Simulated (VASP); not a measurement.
# As (C2/c) in VASP: notebook

As is run at these levels: BLYP; tasks: single point.

Everything below comes from runs of VASP 6.6.1. Logs are shortened: lines on timing, memory, paths and dates and some standing lists are left out, and cuts for length are marked.

## 1. The cell of the first run

The typed cell holds 2 atoms: a = 8.929 Å, b = 8.929 Å, c = 3.766 Å, α = 90.00°, β = 90.00°, γ = 160.63°.

## 2. Single point, BLYP (49.79 Å³/atom)

The input, INCAR:

```
SYSTEM = As
AGGAC = 1.0 ; AGGAX = 1.0
ALDAC = 0.0 ; ALDAX = 1.0
ALGO = Normal ; EDIFF = 1E-6
ENCUT = 520 ; GGA = B5
ISIF = 2 ; ISMEAR = -1
LASPH = .TRUE. ; LCHARG = .TRUE.
LELF = .TRUE. ; LREAL = .FALSE.
LVHAR = .TRUE. ; LWAVE = .FALSE.
NBANDS = 12 ; NELM = 60
PREC = Accurate ; SIGMA = 0.1
```

The input, KPOINTS:

```
k-points
0
G
  12 12 10
  0 0 0
```

The input, POSCAR:

```
As
1.0
   -6.0192523362      6.4279468136      1.4742054254
    6.4279468136     -6.0192523362      1.4742054254
    2.6128815906      2.6128815906     -0.7256807415
As
2
Direct
    0.9249950251      0.0750049749      0.0000000000
    0.8250049749      0.1749950251      0.5000000000
```

Potentials or basis: VASP PAW PBE potentials, release 64 (As).

Launch:

```bash
$ cat potpaw_PBE.64/As/POTCAR > POTCAR
$ mpirun -np 1 vasp_std > vasp.out
```

OUTCAR:

```text
SYSTEM = As
   EDIFF = 1E-6
   ENCUT = 520
   GGA = B5
   ISIF = 2
   ISMEAR = -1
   LASPH = .TRUE.
   LREAL = .FALSE.
   NELM = 60
   PREC = Accurate

 ion  position               nearest neighbor table
   1  0.925  0.075  0.000-   2 2.58   2 2.58
   2  0.825  0.175  0.500-   1 2.58   1 2.58

  LATTYP: Found a base centered monoclinic cell.
 ALAT       =     3.0045280656
 B/A-ratio  =     5.8588229056
 C/A-ratio  =     1.2533600000
 COS(beta)  =    -0.0003415513

  Lattice vectors:

 A1 = (  -6.0192523362,   6.4279468136,   1.4742054254)
 A2 = (   6.4279468136,  -6.0192523362,   1.4742054254)
 A3 = (   2.6128815906,   2.6128815906,  -0.7256807415)

Analysis of symmetry for initial positions (statically):
=====================================================================
 Subroutine PRICEL returns:
 Original cell was already a primitive cell.

 Routine SETGRP: Setting up the symmetry group for a
 base centered monoclinic supercell.

 Subroutine GETGRP returns: Found  4 space group operations
 (whereof  2 operations were pure point group operations)
 out of a pool of  4 trial point group operations.

The static configuration has the point symmetry C_2 .
 The point group associated with its full space group is C_2h.

Analysis of symmetry for dynamics (positions and initial velocities):
=====================================================================
 Subroutine PRICEL returns:
 Original cell was already a primitive cell.

 Routine SETGRP: Setting up the symmetry group for a
 base centered monoclinic supercell.

 Subroutine GETGRP returns: Found  4 space group operations
 (whereof  2 operations were pure point group operations)
 out of a pool of  4 trial point group operations.

The dynamic configuration has the point symmetry C_2 .
 The point group associated with its full space group is C_2h.

 Subroutine INISYM returns: Found  4 space group operations
 (whereof  2 operations are pure point group operations),
 and found     1 'primitive' translations

----------------------------------------------------------------------------------------

                                     Primitive cell

  volume of cell :      99.5829

  direct lattice vectors                    reciprocal lattice vectors
    -6.019252336  6.427946814  1.474205425     0.005182928  0.085522287  0.326592639
     6.427946814 -6.019252336  1.474205425     0.085522287  0.005182928  0.326592639
     2.612881591  2.612881591 -0.725680741     0.184265771  0.184265771 -0.051084063

  length of vectors
     8.928783823  8.928783823  3.765755296     0.337644304  0.337644304  0.265550993

  position of ions in fractional coordinates (direct lattice)
     0.924995025  0.075004975  1.000000000
     0.825004975  0.174995025  0.500000000

  ion indices of the primitive-cell ions
   primitive index   ion index
                 1           1
                 2           2

----------------------------------------------------------------------------------------

 KPOINTS: k-points

Automatic generation of k-mesh.
 Grid dimensions read from file:
 generate k-points for:   12   12   10

 Generating k-lattice:

  Cartesian coordinates                     Fractional coordinates (reciprocal lattice)
     0.000431911  0.007126857  0.027216053     0.083333333  0.000000000  0.000000000
     0.007126857  0.000431911  0.027216053     0.000000000  0.083333333  0.000000000
     0.018426577  0.018426577 -0.005108406     0.000000000  0.000000000  0.100000000

  Length of vectors
     0.028137025  0.028137025  0.026555099

  Shift w.r.t. Gamma in fractional coordinates (k-lattice)
     0.000000000  0.000000000  0.000000000

 Subroutine IBZKPT returns following result:
 ===========================================

 Found    398 irreducible k-points:

 Following reciprocal coordinates:
            Coordinates               Weight
  0.000000  0.000000  0.000000      1.000000
  0.083333  0.000000 -0.000000      4.000000
  0.166667 -0.000000 -0.000000      4.000000
  0.250000  0.000000 -0.000000      4.000000
  0.333333  0.000000  0.000000      4.000000
  0.416667  0.000000 -0.000000      4.000000
[... 16 lines left out ...]
  0.500000  0.166667  0.000000      4.000000
 -0.416667  0.166667  0.000000      4.000000
 [... further k-points ...]
   k-points           NKPTS =    398   k-points in BZ     NKDIM =    398   number of bands    NBANDS=     12
   number of dos      NEDOS =    301   number of ions     NIONS =      2
   total plane-waves  NPLWV = 137200
   dimension x,y,z NGX =    70 NGY =   70 NGZ =   28
   dimension x,y,z NGXF=   140 NGYF=  140 NGZF=   56
   ions per type =               2
   NGX,Y,Z   is equivalent  to a cutoff of  13.03, 13.03, 12.36 a.u.
   NGXF,Y,Z  is equivalent  to a cutoff of  26.07, 26.07, 24.72 a.u.
 SYSTEM =  As
   PREC   = accura    normal or accurate (medium, high low for compatibility)
   ISTART =      0    job   : 0-new  1-cont  2-samecut
   ICHARG =      2    charge: 1-file 2-atom 10-const
   ISPIN  =      1    spin polarized calculation?
   LNONCOLLINEAR =      F non collinear calculations
   LSORBIT =      F    spin-orbit coupling
   LASPH  =      T    aspherical Exc in radial PAW
   ENCUT  =  520.0 eV  38.22 Ry    6.18 a.u.  16.60 16.60  7.00*2*pi/ulx,y,z
   NELM   =     60;   NELMIN=  2; NELMDL= -5     # of ELM steps
   EDIFF  = 0.1E-05   stopping-criterion for ELM
   LREAL  =      F    real-space projection
   EDIFFG = 0.1E-04   stopping-criterion for IOM
   NSW    =      0    number of steps for IOM
   IBRION =     -1    ionic relax: 0-MD 1-quasi-New 2-CG
   NFREE  =      0    steps in history (QN), initial steepest desc. (CG)
   ISIF   =      2    stress and relaxation
   ISYM   =      2    0-nonsym 1-usesym 2-fastsym
   POTIM  = 0.5000    time-step for ionic-motion
   TEBEG  =    0.0;   TEEND  =   0.0 temperature during run
   PSTRESS=    0.0 pullay stress
   NELECT =      10.0000    total number of electrons
   NUPDOWN=      -1.0000    fix difference up-down
   EMIN   =  10.00;   EMAX   =-10.00  energy-range for DOS
   EFERMI =   0.00;   METHOD = LEGACY
   ISMEAR =    -1;   SIGMA  =   0.10  broadening in eV -4-tet -1-fermi 0-gaus
   EFERMI_NEDOS =   21; number of points for ismear=-14 and -15
   IALGO  =     38    algorithm
   IMIX   =      4    mixing-type and parameters
     AMIX     =   0.40;   BMIX     =  1.00
     AMIX_MAG =   1.60;   BMIX_MAG =  1.00
  volume/ion in A,a.u.               =      49.79       336.01
  Fermi-wavevector in a.u.,A,eV,Ry     =   0.760933  1.437955  7.878035  0.579019
  Thomas-Fermi vector in A             =   1.860061
   LORBIT       =      0    0 simple, 1 ext, 2 COOP (PROOUT), +10 PAW based schemes
   GGA     = B5    functional components
   LHFCALC =     F    Hartree Fock is set to
   AEXX    =    0.0000 exact exchange contribution
   IVDW    =     0    specifies the selected vdW correction
   LEPSILON=     F    determine dielectric tensor
   LRPA    =     F    only Hartree local field effects (RPA)
 non-spin polarized calculation
  energy-cutoff  :      520.00
  volume of cell :       99.58
 maximum number of plane-waves:      2720
 NGX is ok and might be reduce to    70
   NGX = 33   NGY = 33   NGZ = 15

 number of electron      10.0000002 magnetization

 Free energy of the ion-electron system (eV)
  ---------------------------------------------------
  ext. energy  EPLUGINS =         0.00000000
  ---------------------------------------------------
  free energy    TOTEN  =        -7.84170353 eV

  energy without entropy =       -7.82014172  energy(sigma->0) =       -7.83092263

 E-fermi :  -0.2638     XC(G=0):  -5.3603

 val. band max:       -0.2782161766   @ k =   0.4167   0.3333   0.5000
 cond. band min:      -0.2244661795   @ k =   0.0833   0.0833   0.0000
 fundamental gap:      0.0537499971
 Fermi energy:        -0.2638275289

 k-point     1 :       0.0000    0.0000    0.0000
  band No.  band energies     occupation
      1     -13.2977      2.00000
      2      -9.3111      2.00000
      3      -2.3882      2.00000
      4      -2.3046      2.00000
      5       0.3062      0.00667
      6       2.4214      0.00000
      7       2.4441      0.00000
      8       4.0306      0.00000
      9       5.2823      0.00000
     10       5.4976      0.00000
     11       8.0886      0.00000
     12       8.1480      0.00000

 k-point     2 :       0.0833    0.0000   -0.0000
  band No.  band energies     occupation
      1     -13.2118      2.00000
      2      -9.2204      2.00000
      3      -2.3151      2.00000
      4      -2.2235      2.00000
      5       0.3965      0.00271
      6       1.5047      0.00000
      7       2.5211      0.00000
      8       4.1307      0.00000
      9       4.4965      0.00000
     10       5.6157      0.00000
     11       8.2335      0.00000
     12       8.7120      0.00000

 k-point     3 :       0.1667   -0.0000   -0.0000
  band No.  band energies     occupation
      1     -12.9614      2.00000
      2      -8.9545      2.00000
      3      -2.1055      2.00000
      4      -2.0021      2.00000
      5      -0.2244      0.80551
      6       0.6613      0.00019
      7       2.7426      0.00000
      8       2.8814      0.00000
      9       4.4310      0.00000
     10       5.9487      0.00000
     11       8.4953      0.00000
     12       8.9895      0.00000
[... 286 lines left out ...]
 k-point    23 :       0.5000    0.1667    0.0000
  band No.  band energies     occupation
      1     -12.1085      2.00000
      2      -8.0218      2.00000
      3      -3.5878      2.00000
      4      -1.4371      1.99998
      5      -1.0759      1.99941
      6      -0.3498      1.40512
      7       1.5710      0.00000
      8       3.4593      0.00000
      9       5.5229      0.00000
     10       6.9962      0.00000
     11       8.4121      0.00000
     12       8.7290      0.00000

 k-point    24 :      -0.4167    0.1667    0.0000
  band No.  band energies     occupation
      1     -12.5732      2.00000
      2      -8.5366      2.00000
      3      -2.1843      2.00000
      4      -1.7917      2.00000
      5      -1.4148      1.99998
      6       1.0258      0.00001
      7       1.1862      0.00000
      8       3.0763      0.00000
      9       4.8622      0.00000
     10       6.6375      0.00000
     11       8.5254      0.00000
     12       9.5525      0.00000

 [... further k-points ...]
[... 5 lines left out ...]
  --------------------------------------------------------------------------------------
  -------------------------------------------------------------------------------------
  Total       -0.9161420     -0.9161420     -1.2707744     -0.2269825     -0.0170762     -0.0170762
  in kB      -14.7396917    -14.7396917    -20.4453278     -3.6518927     -0.2747368     -0.2747371
  external PRESSURE =     -16.6415704 kB  Pullay stress =       0.0000000 kB

 VOLUME and BASIS-vectors are now :
 -----------------------------------------------------------------------------
  energy-cutoff  :      520.00
  volume of cell :       99.58
      direct lattice vectors                 reciprocal lattice vectors
    -6.019252336  6.427946814  1.474205425     0.005182928  0.085522287  0.326592639
     6.427946814 -6.019252336  1.474205425     0.085522287  0.005182928  0.326592639
     2.612881591  2.612881591 -0.725680741     0.184265771  0.184265771 -0.051084063

 POSITION                                       TOTAL-FORCE (eV/Angst)
 -----------------------------------------------------------------------------------
     -5.08565      5.49434      1.47421         0.280663     -0.280663     -0.000000
     -2.53461      5.55619      1.11137        -0.280663      0.280663      0.000000
 -----------------------------------------------------------------------------------
    total drift:                                0.000000     -0.000000      0.000000

  FREE ENERGIE OF THE ION-ELECTRON SYSTEM (eV)
  ---------------------------------------------------
  free  energy   TOTEN  =        -7.8417035265 eV

  energy  without entropy=       -7.8201417247  energy(sigma->0) =       -7.83092263
```

Wall time 5.7 min (1 thread of Intel Xeon 6975P-C (Granite Rapids), shared host); peak memory 0.66 GiB.

What came out:

```yaml
Free_energy: -7.8417 eV
Pressure: -1.7 GPa
Largest_force: 0.397 eV/Å
Band_gap_on_the_k_mesh: zero (bands 5 and 6 overlap by 4.07 eV)
```

Forces in eV/Å, atoms in the order of the input:
```
As   0.281 -0.281  0.000
As  -0.281  0.281  0.000
```

Caveat: the PAW data sets were made with another functional, which shifts forces and pressure a little.

## 3. Single point, BLYP (51.64 Å³/atom)

This run uses another cell than the first one, of 51.64 Å³/atom.

The input, INCAR:

```
  PREC = Accurate
  ENCUT = 520
  EDIFF = 1E-6
  ISMEAR = -1
  SIGMA = 0.1
  LREAL = False
  LASPH = True
  NELM = 100
  ALGO = Normal
  ISIF = 2
  LWAVE = False
  LCHARG = False
  GGA = B5
  ALDAX = 1.0
  AGGAX = 1.0
  AGGAC = 1.0
  ALDAC = 0.0
  NBANDS = 12
```

The input, KPOINTS:

```
Automatic mesh
0
Gamma
  12 12 10
```

The input, POSCAR:

```
As
1.0
   -6.0926650876      6.5063441353      1.4921853124
    6.5063441353     -6.0926650876      1.4921853124
    2.6447491409      2.6447491409     -0.7345313789
As
2
Direct
    0.9249950251      0.0750049749      0.0000000000
    0.8250049749      0.1749950251      0.5000000000
```

Potentials or basis: VASP PAW PBE potentials, release 64 (As).

Launch:

```bash
$ cat potpaw_PBE.64/As/POTCAR > POTCAR
$ mpirun -np 1 vasp_std > vasp.out
```

Run time: 9.6 min. Hardware: 1 thread of Intel Xeon 6975P-C (Granite Rapids), shared host; peak memory 0.66 GiB.

The run converged. Its results:

* Free energy: -7.7952 eV
* Pressure: -2.4 GPa
* Largest force: 0.638 eV/Å
* Band gap on the k mesh: zero (bands 5 and 6 overlap by 4.00 eV)

Forces on the atoms (eV/Å):
```
As   0.451 -0.451  0.000
As  -0.451  0.451  0.000
```

Stress tensor (GPa, compression positive):
```
-2.19 -0.43 -0.01
-0.43 -2.19 -0.01
-0.01 -0.01 -2.69
```

Levels at points of the mesh, in eV from the Fermi level:
| k point | band 2 | band 3 | band 4 | band 5 | band 6 | band 7 | band 8 | band 9 |
| --- | --- | --- | --- | --- | --- | --- | --- | --- |
| (0.00, 0.00, 0.00) | -9.01 | -2.04 | -1.96 | 0.57 | 2.58 | 2.62 | 4.23 | 5.29 |
| (0.50, 0.00, 0.00) | -7.16 | -4.55 | -1.53 | -0.74 | -0.30 | 2.46 | 4.01 | 6.34 |
| (0.50, 0.50, 0.00) | -9.02 | -2.04 | -1.92 | 0.49 | 2.58 | 2.62 | 4.12 | 5.29 |
| (0.00, 0.00, 0.50) | -10.89 | -3.48 | -3.48 | 1.85 | 1.85 | 4.02 | 4.02 | 7.09 |
| (0.50, 0.00, 0.50) | -9.18 | -2.86 | -2.86 | -1.87 | -1.87 | 3.75 | 3.75 | 5.23 |
| (0.50, 0.50, 0.50) | -10.89 | -3.48 | -3.48 | 1.92 | 1.92 | 4.02 | 4.02 | 6.06 |

Caveat: the PAW data sets were made with another functional, which shifts forces and pressure a little.
